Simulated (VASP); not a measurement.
# RuRh2 (P6/mmm) in VASP: a series of runs

The runs below take RuRh2 through relaxation of cell and atoms, single point, with PBE.

Everything below comes from runs of VASP 6.6.1. Logs are shortened: lines on timing, memory, paths and dates and some standing lists are left out, and cuts for length are marked.

**1. The cell of the first run**

The structure is hexagonal, space group P6/mmm (No. 191). The conventional cell has a = 3.384 Å, b = 3.384 Å, c = 3.653 Å, α = 90.00°, β = 90.00°, γ = 120.00°. Within 3.5 Å of Ru (site symmetry 6/mmm) lie 12 Rh at 2.67 Å and 6 Ru at 3.38 Å. Within 2.7 Å of Rh (site symmetry -6m2) lie 3 Rh at 1.95 Å and 6 Ru at 2.67 Å.

**2. Relaxation of cell and atoms, PBE**

INCAR

```
SYSTEM = RuRh2
PREC = Accurate ; ENCUT = 600
EDIFF = 1E-7 ; ISMEAR = 0
SIGMA = 0.1 ; LREAL = .False.
LASPH = .True. ; NELM = 80
ALGO = Normal ; ISIF = 3
LWAVE = .False. ; LCHARG = .False.
GGA = PE ; IBRION = 2
NSW = 90 ; EDIFFG = -0.04
```

KPOINTS

```
regular mesh
0
Gamma
  6 6 6
  0 0 0
```

POSCAR

```
RuRh2
1.0
    3.3836374253      0.0000000000      0.0000000000
   -1.6918187127      2.9303159675      0.0000000000
    0.0000000000      0.0000000000      3.6534291137
Ru Rh
1 2
Direct
    0.0000000000      0.0000000000      0.0000000000
    0.3333333333      0.6666666667      0.5000000000
    0.6666666667      0.3333333333      0.5000000000
```

Potentials or basis: VASP PAW PBE potentials, release 64 (Ru_pv, Rh_pv).

On the command line:

```sh
$ cat potpaw_PBE.64/Ru_pv/POTCAR potpaw_PBE.64/Rh_pv/POTCAR > POTCAR
$ mpirun -np 1 vasp_std > vasp.out
```

OUTCAR:

```text
SYSTEM = RuRh2
   PREC = Accurate
   ENCUT = 600
   EDIFF = 1E-7
   ISMEAR = 0
   LREAL = .False.
   LASPH = .True.
   NELM = 80
   ISIF = 3
   GGA = PE
   IBRION = 2
   NSW = 90
   EDIFFG = -0.04

 ion  position               nearest neighbor table
   1  0.000  0.000  0.000-   2 2.67   3 2.67   2 2.67   3 2.67   3 2.67   3 2.67   2 2.67   2 2.67
                             3 2.67   3 2.67   2 2.67   2 2.67
   2  0.333  0.667  0.500-   3 1.95   3 1.95   3 1.95   1 2.67   1 2.67   1 2.67   1 2.67   1 2.67
                             1 2.67
   3  0.667  0.333  0.500-   2 1.95   2 1.95   2 1.95   1 2.67   1 2.67   1 2.67   1 2.67   1 2.67
                             1 2.67

  LATTYP: Found a hexagonal cell.
 ALAT       =     3.3836374253
 C/A-ratio  =     1.0797342193

  Lattice vectors:

 A1 = (   3.3836374253,   0.0000000000,   0.0000000000)
 A2 = (  -1.6918187127,   2.9303159675,   0.0000000000)
 A3 = (   0.0000000000,   0.0000000000,   3.6534291137)

Analysis of symmetry for initial positions (statically):
=====================================================================
 Subroutine PRICEL returns:
 Original cell was already a primitive cell.

 Routine SETGRP: Setting up the symmetry group for a
 hexagonal supercell.

 Subroutine GETGRP returns: Found 24 space group operations
 (whereof 24 operations were pure point group operations)
 out of a pool of 24 trial point group operations.

The static configuration has the point symmetry D_6h.

Analysis of symmetry for dynamics (positions and initial velocities):
=====================================================================
 Subroutine PRICEL returns:
 Original cell was already a primitive cell.

 Routine SETGRP: Setting up the symmetry group for a
 hexagonal supercell.

 Subroutine GETGRP returns: Found 24 space group operations
 (whereof 24 operations were pure point group operations)
 out of a pool of 24 trial point group operations.

The dynamic configuration has the point symmetry D_6h.

 Subroutine INISYM returns: Found 24 space group operations
 (whereof 24 operations are pure point group operations),
 and found     1 'primitive' translations

----------------------------------------------------------------------------------------

                                     Primitive cell

  volume of cell :      36.2242

  direct lattice vectors                    reciprocal lattice vectors
     3.383637425  0.000000000  0.000000000     0.295539940  0.170630064  0.000000000
    -1.691818713  2.930315967  0.000000000     0.000000000  0.341260127  0.000000000
     0.000000000  0.000000000  3.653429114     0.000000000  0.000000000  0.273715452

  length of vectors
     3.383637425  3.383637425  3.653429114     0.341260127  0.341260127  0.273715452

  position of ions in fractional coordinates (direct lattice)
     0.000000000  0.000000000  0.000000000
     0.333333333  0.666666667  0.500000000
     0.666666667  0.333333333  0.500000000

  ion indices of the primitive-cell ions
   primitive index   ion index
                 1           1
                 2           2
                 3           3

----------------------------------------------------------------------------------------

 KPOINTS: regular mesh

Automatic generation of k-mesh.
 Grid dimensions read from file:
 generate k-points for:    6    6    6

 Generating k-lattice:

  Cartesian coordinates                     Fractional coordinates (reciprocal lattice)
     0.049256657  0.028438344  0.000000000     0.166666667  0.000000000  0.000000000
     0.000000000  0.056876688  0.000000000     0.000000000  0.166666667  0.000000000
     0.000000000  0.000000000  0.045619242     0.000000000  0.000000000  0.166666667

  Length of vectors
     0.056876688  0.056876688  0.045619242

  Shift w.r.t. Gamma in fractional coordinates (k-lattice)
     0.000000000  0.000000000  0.000000000

 Subroutine IBZKPT returns following result:
 ===========================================

 Found     28 irreducible k-points:

 Following reciprocal coordinates:
            Coordinates               Weight
  0.000000  0.000000  0.000000      1.000000
  0.166667  0.000000  0.000000      6.000000
  0.333333  0.000000  0.000000      6.000000
  0.500000  0.000000  0.000000      3.000000
  0.166667  0.166667  0.000000      6.000000
  0.333333  0.166667  0.000000     12.000000
[... 16 lines left out ...]
  0.166667  0.000000  0.500000      6.000000
  0.333333  0.000000  0.500000      6.000000
 [... further k-points ...]
   k-points           NKPTS =     28   k-points in BZ     NKDIM =     28   number of bands    NBANDS=     26
   number of dos      NEDOS =    301   number of ions     NIONS =      3
   total plane-waves  NPLWV =  23520
   dimension x,y,z NGX =    28 NGY =   28 NGZ =   30
   dimension x,y,z NGXF=    56 NGYF=   56 NGZF=   60
   ions per type =               1   2
   NGX,Y,Z   is equivalent  to a cutoff of  13.76, 13.76, 13.65 a.u.
   NGXF,Y,Z  is equivalent  to a cutoff of  27.51, 27.51, 27.30 a.u.
 SYSTEM =  RuRh2
   PREC   = accura    normal or accurate (medium, high low for compatibility)
   ISTART =      0    job   : 0-new  1-cont  2-samecut
   ICHARG =      2    charge: 1-file 2-atom 10-const
   ISPIN  =      1    spin polarized calculation?
   LNONCOLLINEAR =      F non collinear calculations
   LSORBIT =      F    spin-orbit coupling
   LASPH  =      T    aspherical Exc in radial PAW
   ENCUT  =  600.0 eV  44.10 Ry    6.64 a.u.   6.76  6.76  7.30*2*pi/ulx,y,z
   NELM   =     80;   NELMIN=  2; NELMDL= -5     # of ELM steps
   EDIFF  = 0.1E-06   stopping-criterion for ELM
   LREAL  =      F    real-space projection
   EDIFFG = -.4E-01   stopping-criterion for IOM
   NSW    =     90    number of steps for IOM
   IBRION =      2    ionic relax: 0-MD 1-quasi-New 2-CG
   NFREE  =      1    steps in history (QN), initial steepest desc. (CG)
   ISIF   =      3    stress and relaxation
   ISYM   =      2    0-nonsym 1-usesym 2-fastsym
   POTIM  = 0.5000    time-step for ionic-motion
   TEBEG  =    0.0;   TEEND  =   0.0 temperature during run
   PSTRESS=    0.0 pullay stress
   NELECT =      44.0000    total number of electrons
   NUPDOWN=      -1.0000    fix difference up-down
   EMIN   =  10.00;   EMAX   =-10.00  energy-range for DOS
   EFERMI =   0.00;   METHOD = LEGACY
   ISMEAR =     0;   SIGMA  =   0.10  broadening in eV -4-tet -1-fermi 0-gaus
   EFERMI_NEDOS =   21; number of points for ismear=-14 and -15
   IALGO  =     38    algorithm
   IMIX   =      4    mixing-type and parameters
     AMIX     =   0.40;   BMIX     =  1.00
     AMIX_MAG =   1.60;   BMIX_MAG =  1.00
  volume/ion in A,a.u.               =      12.07        81.48
  Fermi-wavevector in a.u.,A,eV,Ry     =   1.746731  3.300843 41.512325  3.051070
  Thomas-Fermi vector in A             =   2.818168
   LORBIT       =      0    0 simple, 1 ext, 2 COOP (PROOUT), +10 PAW based schemes
   GGA     = PE    functional components
   LHFCALC =     F    Hartree Fock is set to
   AEXX    =    0.0000 exact exchange contribution
   IVDW    =     0    specifies the selected vdW correction
   LEPSILON=     F    determine dielectric tensor
   LRPA    =     F    only Hartree local field effects (RPA)
 conjugate gradient relaxation of ions
 non-spin polarized calculation
 Gauss-broadening in eV      SIGMA  =   0.10
  energy-cutoff  :      600.00
  volume of cell :       36.22
 maximum number of plane-waves:      1226
 NGX is ok and might be reduce to    28
   NGX = 13   NGY = 13   NGZ = 15

--------------------------------------- Ionic step        1  -------------------------------------------

 number of electron      44.0000004 magnetization

 Free energy of the ion-electron system (eV)
  ---------------------------------------------------
  ext. energy  EPLUGINS =         0.00000000
  ---------------------------------------------------
  free energy    TOTEN  =       -11.66242756 eV

  energy without entropy =      -11.63583329  energy(sigma->0) =      -11.64913043

------------------------ aborting loop because EDIFF is reached ----------------------------------------

  FORCE on cell =-STRESS in cart. coord.  units (eV):
  Direction    XX          YY          ZZ          XY          YZ          ZX
  --------------------------------------------------------------------------------------
  -------------------------------------------------------------------------------------
  Total       57.2851010     57.2851010      9.5878995     -0.0000000      0.0000000      0.0000000
  in kB     2533.6890179   2533.6890179    424.0676053     -0.0000000      0.0000000      0.0000000
  external PRESSURE =    1830.4818804 kB  Pullay stress =       0.0000000 kB
[... 22 lines left out ...]
  energy  without entropy=      -11.6358332898  energy(sigma->0) =      -11.64913043

--------------------------------------- Ionic step        2  -------------------------------------------

 number of electron      43.9999939 magnetization

 E-fermi :  -0.5420     XC(G=0):  -7.1601

 val. band max:       -0.5430689065   @ k =   0.1667   0.0000   0.3333
 cond. band min:      -0.5407104382   @ k =   0.1667   0.1667   0.3333
 fundamental gap:      0.0023584683
 Fermi energy:        -0.5419518415

 k-point     1 :       0.0000    0.0000    0.0000
  band No.  band energies     occupation
      1     -45.4173      2.00000
      2     -45.4080      2.00000
      3     -45.3564      2.00000
      4     -45.3564      2.00000
      5     -45.1611      2.00000
      6     -45.1611      2.00000
[... 685 lines left out ...]
     25       0.6341      0.00000
     26       1.0953      0.00000

 [... further k-points ...]

------------------------ aborting loop because EDIFF is reached ----------------------------------------

  FORCE on cell =-STRESS in cart. coord.  units (eV):
  Direction    XX          YY          ZZ          XY          YZ          ZX
  --------------------------------------------------------------------------------------
  -------------------------------------------------------------------------------------
  Total      -75.7065781    -75.7065781    -13.3840218      0.0000000      0.0000000      0.0000000
  in kB     -786.0099391   -786.0099391   -138.9572007      0.0000000      0.0000000      0.0000000
  external PRESSURE =    -570.3256929 kB  Pullay stress =       0.0000000 kB
[... 55 lines left out ...]
  FREE ENERGIE OF THE ION-ELECTRON SYSTEM (eV)
  ---------------------------------------------------
  free  energy   TOTEN  =       -16.2727849455 eV

  energy  without entropy=      -16.1967813999  energy(sigma->0) =      -16.23478317

 E-fermi :   9.7908     XC(G=0): -13.0102

 val. band max:        9.7869156050   @ k =   0.3333   0.0000   0.1667
 cond. band min:       9.7980639703   @ k =   0.3333   0.1667   0.5000
 fundamental gap:      0.0111483653
 Fermi energy:         9.7908458659

 k-point     1 :       0.0000    0.0000    0.0000
  band No.  band energies     occupation
      1     -37.5324      2.00000
      2     -37.5324      2.00000
      3     -36.7642      2.00000
      4     -36.6952      2.00000
      5     -36.6952      2.00000
      6     -36.5492      2.00000
[... 685 lines left out ...]
     25      11.0841      0.00000
     26      11.6264      0.00000

 [... further k-points ...]

[... ionic steps 4 to 14 ...]

--------------------------------------- Ionic step       15  -------------------------------------------

 number of electron      44.0000005 magnetization

------------------------ aborting loop because EDIFF is reached ----------------------------------------

  FORCE on cell =-STRESS in cart. coord.  units (eV):
  Direction    XX          YY          ZZ          XY          YZ          ZX
  --------------------------------------------------------------------------------------
  -------------------------------------------------------------------------------------
  Total        0.2851995      0.2851995      1.0775694     -0.0000000     -0.0000000      0.0000000
  in kB       10.7683504     10.7683504     40.6860582     -0.0000000     -0.0000000      0.0000000
  external PRESSURE =      20.7409197 kB  Pullay stress =       0.0000000 kB
[... 59 lines left out ...]
  energy  without entropy=      -22.8637029018  energy(sigma->0) =      -22.88313428

--------------------------------------- Ionic step       17  -------------------------------------------

 number of electron      44.0000004 magnetization

 Free energy of the ion-electron system (eV)
  ---------------------------------------------------
  ext. energy  EPLUGINS =         0.00000000
  ---------------------------------------------------
  free energy    TOTEN  =       -22.90780121 eV

  energy without entropy =      -22.87011256  energy(sigma->0) =      -22.88895688

 E-fermi :  11.6111     XC(G=0): -13.7949

 val. band max:       11.5953947589   @ k =   0.1667   0.1667   0.3333
 cond. band min:      11.6220646216   @ k =   0.1667   0.0000   0.3333
 fundamental gap:      0.0266698627
 Fermi energy:        11.6110834469

 k-point     1 :       0.0000    0.0000    0.0000
  band No.  band energies     occupation
      1     -35.4744      2.00000
      2     -35.4744      2.00000
      3     -34.9252      2.00000
      4     -34.9252      2.00000
      5     -34.7782      2.00000
      6     -34.6564      2.00000
[... 685 lines left out ...]
     25      14.4961      0.00000
     26      15.2177      0.00000

 [... further k-points ...]

------------------------ aborting loop because EDIFF is reached ----------------------------------------

  FORCE on cell =-STRESS in cart. coord.  units (eV):
  Direction    XX          YY          ZZ          XY          YZ          ZX
  --------------------------------------------------------------------------------------
  -------------------------------------------------------------------------------------
  Total        0.0236030      0.0236030     -0.0050412     -0.0000000     -0.0000000      0.0000000
  in kB        0.8840825      0.8840825     -0.1888266     -0.0000000     -0.0000000      0.0000000
  external PRESSURE =       0.5264461 kB  Pullay stress =       0.0000000 kB
[... 18 lines left out ...]
  FREE ENERGIE OF THE ION-ELECTRON SYSTEM (eV)
  ---------------------------------------------------
  free  energy   TOTEN  =       -22.9078012119 eV

  energy  without entropy=      -22.8701125553  energy(sigma->0) =      -22.88895688

 reached required accuracy - stopping structural energy minimisation
```

It took 4.6 min on 1 thread of AMD EPYC 9R45 (Zen 5), shared host; peak memory 0.16 GiB.

What came out:

- Free energy: -22.9078 eV
- Relaxed volume: 14.26 Å³/atom
- Relaxed cell: a = 4.299 Å, b = 4.299 Å, c = 2.673 Å, α = 90.00°, β = 90.00°, γ = 120.00°
- Space group after relaxing (to 0.1 Å): P6/mmm (No. 191)
- Pressure after relaxing: 0.1 GPa
- Band gap on the k mesh: zero (bands 22 and 23 overlap by 2.38 eV)

Stress tensor (GPa, compression positive):
```
 0.09  0.00  0.00
 0.00  0.09  0.00
 0.00  0.00 -0.02
```

Final structure:
```
Ru Rh
1.0
     4.29884    0.00000    0.00000
    -2.14942    3.72291    0.00000
     0.00000    0.00000    2.67271
Ru Rh
1 2
Direct
  0.00000 0.00000 0.00000
  0.33333 0.66667 0.50000
  0.66667 0.33333 0.50000
```

Caveat: the volume moved by over 15 % at a fixed basis, so the end points are rough.

**3. Single point, PBE**

This run uses another cell than the first one, of 14.25 Å³/atom.

INCAR

```
PREC = Accurate ; ENCUT = 520
EDIFF = 1E-6 ; ISMEAR = 0
SIGMA = 0.1 ; LREAL = F
LASPH = T ; NELM = 60
ALGO = Fast ; ISIF = 2
LWAVE = F ; LCHARG = F
GGA = PE ; NBANDS = 29
```

KPOINTS

```
regular mesh
0
Gamma
  12 12 18
```

POSCAR

```
RuRh2
1.0
    4.3192160128      0.0000000000      0.0000000000
   -2.1596080064      3.7405507915      0.0000000000
    0.0000000000      0.0000000000      2.6467104291
Ru Rh
1 2
Direct
    0.0000000000      0.0000000000      0.0000000000
    0.3333333333      0.6666666667      0.5000000000
    0.6666666667      0.3333333333      0.5000000000
```

Potentials or basis: VASP PAW PBE potentials, release 64 (Ru_pv, Rh_pv).

On the command line:

```sh
$ cat potpaw_PBE.64/Ru_pv/POTCAR potpaw_PBE.64/Rh_pv/POTCAR > POTCAR
$ mpirun -np 1 vasp_std > vasp.out
```

It took 92 s on 1 thread of AMD EPYC 9R45 (Zen 5), shared host; peak memory 0.28 GiB.

The run converged. Its results:

```yaml
Free_energy: -23.0334 eV
Pressure: 0.0 GPa
Band_gap_on_the_k_mesh: zero (bands 22 and 23 overlap by 2.37 eV)
```

Stress tensor (GPa, compression positive):
```
 0.01  0.00  0.00
 0.00  0.01  0.00
 0.00  0.00 -0.10
```

Levels at points of the mesh, in eV from the Fermi level:
| k point | band 19 | band 20 | band 21 | band 22 | band 23 | band 24 | band 25 | band 26 |
| --- | --- | --- | --- | --- | --- | --- | --- | --- |
| (0.00, 0.00, 0.00) | -2.29 | -1.68 | -1.68 | -1.29 | -1.29 | 1.03 | 1.03 | 8.42 |
| (0.50, 0.00, 0.00) | -1.46 | -1.11 | 0.05 | 0.14 | 0.35 | 0.35 | 0.60 | 1.01 |
| (0.00, 0.00, 0.50) | -2.33 | 0.43 | 0.43 | 0.61 | 0.61 | 1.43 | 3.51 | 3.60 |
| (0.50, 0.00, 0.50) | -1.22 | -0.85 | -0.50 | 0.43 | 1.14 | 1.15 | 2.85 | 3.59 |
